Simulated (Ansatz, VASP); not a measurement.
GeSb4Te4: VASP beside Ansatz

INCAR

```
ALGO     = Normal         # electronic algorithm
EDIFF    = 1E-7           # SCF threshold, eV
EDIFFG   = -0.001         # ionic threshold
ENCUT    = 600            # plane-wave cutoff, eV
GGA      = PE             # functional
IBRION   = 2              # ionic algorithm
ISIF     = 3              # what is computed and relaxed
ISMEAR   = 0              # smearing method
LASPH    = True           # aspherical terms in the spheres
LCHARG   = False          # write CHGCAR
LREAL    = False          # projectors in reciprocal space
LWAVE    = False          # write WAVECAR
NELM     = 60             # most SCF steps
NSW      = 80             # ionic steps
PREC     = Accurate       # precision mode
SIGMA    = 0.01           # smearing width, eV
```

File KPOINTS:

```
k-points
0
Gamma
  12 12 2
```

POSCAR

```
GeSb4Te4
1.0
    4.3299847482      0.0000000000      0.0000000000
   -2.1649923741      3.7498767900      0.0000000000
    0.0000000000      0.0000000000     17.6486084858
Ge Sb Te
1 4 4
Direct
    0.0000000000      0.0000000000      0.0000000000
    0.3333333333      0.6666666667      0.5440991996
    0.6666666667      0.3333333333      0.4559008004
    0.6666666667      0.3333333333      0.7907683467
    0.3333333333      0.6666666667      0.2092316533
    0.3333333333      0.6666666667      0.9045184753
    0.6666666667      0.3333333333      0.0954815247
    0.0000000000      0.0000000000      0.6939667079
    0.0000000000      0.0000000000      0.3060332921
```

Input for Ansatz:

```yaml
crystal:
  lattice:
    - [4.3299846874, 0.0, 0.0]
    - [-2.1649923437, 3.7498767373, 0.0]
    - [0.0, 0.0, 17.6486090155]
  atoms:
    - { symbol: Ge, position: [0.0, 0.0, 0.0] }
    - { symbol: Sb, position: [0.3333333333, 0.6666666667, 0.5440991991] }
    - { symbol: Sb, position: [0.6666666667, 0.3333333333, 0.4559008009] }
    - { symbol: Sb, position: [0.6666666667, 0.3333333333, 0.7907683485] }
    - { symbol: Sb, position: [0.3333333333, 0.6666666667, 0.2092316515] }
    - { symbol: Te, position: [0.3333333333, 0.6666666667, 0.904518477] }
    - { symbol: Te, position: [0.6666666667, 0.3333333333, 0.095481523] }
    - { symbol: Te, position: [0.0, 0.0, 0.6939667113] }
    - { symbol: Te, position: [0.0, 0.0, 0.3060332887] }
basis:
  ecutwfc: 420
kpoints:
  mp_grid: { grid: [12, 12, 2] }
hamiltonian:
  xc: pbe
scf:
  occupations: { method: gaussian, width: 0.01 }
output:
  forces: true
  stress: true
  eigenvalues: true
relax:
  adjacent_minimum: "off"
  f_tol: 0.001
  max_steps: 60
  cell: { stress_tol: 0.01 }
```

Alike in both runs: task relaxation of cell and atoms; functional PBE; k mesh 12 × 12 × 2; occupations gaussian, width 0.01 eV; no spin polarisation.

|  | VASP | Ansatz |
| --- | --- | --- |
| version | VASP 6.6.1 | Ansatz 0.2.0 |
| potentials or method | VASP PAW PBE potentials, release 64 (Ge_d, Sb, Te), cutoff 600 eV | scalar-relativistic, plane waves, PAW |
| valence electrons in the cell | 58 | 138 |

|  | VASP | Ansatz | Ansatz less VASP |
| --- | --- | --- | --- |
| gap on the k mesh at the Fermi level, each at its own relaxed structure (eV) | 0.08 | 0.08 | +0.002 |
| relaxed volume (Å³/atom) | 31.76 | 31.84 | +0.082 |
| relaxed length of the cell vector where the two differ most in proportion (Å) | 17.594 | 17.649 | +0.0549 |

VASP's potentials hold 58 valence electrons a cell and Ansatz's 138, so a difference there can come from the potentials and not from the codes.

Spin-orbit coupling is off throughout.
